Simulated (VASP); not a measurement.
Set up this calculation in VASP 6.6.1, as the native input.

```
Task                   : single point
Functional             : r2SCAN
Dispersion             : rVV10
Potentials or basis    : VASP PAW PBE potentials, release 64 (Na_pv, Hg, I)
Cutoff                 : 520 eV
k mesh                 : 6 × 6 × 6
Occupations            : fermi-dirac, width 0.03 eV
Spin                   : no spin polarisation
Dipole correction      : no
Further INCAR settings : ALGO = Normal; EDIFF = 1e-06; NBANDS = 28
```

The system is NaHgI3.

```xyz
5
Lattice="5.9120 0.0000 0.0000 0.0000 5.9120 0.0000 0.0000 0.0000 5.9120" Properties=species:S:1:pos:R:3 pbc="T T T"
Na    0.0000    0.0000    0.0000
Hg    2.9560    2.9560    2.9560
I     2.9560    2.9560    0.0000
I     2.9560    0.0000    2.9560
I     0.0000    2.9560    2.9560
```

The input as run:

POSCAR

```
NaHgI3
1.0
    5.9119698884      0.0000000000      0.0000000000
    0.0000000000      5.9119698884      0.0000000000
    0.0000000000      0.0000000000      5.9119698884
Na Hg I
1 1 3
Direct
    0.0000000000      0.0000000000      0.0000000000
    0.5000000000      0.5000000000      0.5000000000
    0.5000000000      0.5000000000      0.0000000000
    0.5000000000      0.0000000000      0.5000000000
    0.0000000000      0.5000000000      0.5000000000
```

INCAR.step1

```
  PREC = Accurate
  ENCUT = 520
  ISMEAR = -1
  SIGMA = 0.03
  LREAL = False
  LASPH = True
  NELM = 100
  NBANDS = 28
  GGA = PE
  ALGO = Normal
  EDIFF = 1E-4
  LWAVE = True
  LCHARG = False
```

INCAR.step2

```
  PREC = Accurate
  ENCUT = 520
  EDIFF = 1E-6
  ISMEAR = -1
  SIGMA = 0.03
  LREAL = False
  LASPH = True
  NELM = 100
  ALGO = Normal
  ISIF = 2
  LWAVE = False
  LCHARG = False
  METAGGA = R2SCAN
  LMIXTAU = True
  LUSE_VDW = True
  IVDW_NL = 2
  BPARAM = 11.95
  CPARAM = 0.0093
  NBANDS = 28
  ISTART = 1
```

KPOINTS

```
Automatic mesh
0
Gamma
  6 6 6
```

Potentials or basis: VASP PAW PBE potentials, release 64 (Na_pv, Hg, I).

The run is started by

```sh
$ cat potpaw_PBE.64/Na_pv/POTCAR potpaw_PBE.64/Hg/POTCAR potpaw_PBE.64/I/POTCAR > POTCAR
$ cp INCAR.step1 INCAR
$ mpirun -np 1 vasp_std > vasp.out
$ cp INCAR.step2 INCAR
$ mpirun -np 1 vasp_std > vasp.out
```

It gave:

```json
{
  "Pressure": "0.0 GPa",
  "Band gap on the k mesh": "zero (bands 20 and 21 overlap by 1.04 eV)"
}
```

Caveat: the PAW data sets were made with another functional, which shifts forces and pressure a little; spin-orbit coupling is left out, which moves the levels of the heavy elements.

Run time: 9.5 min on 1 thread of Intel(R) Xeon(R) Platinum 8259CL CPU @ 2.50GHz (Skylake/Cascade Lake) (shared host), peak memory 0.82 GiB.
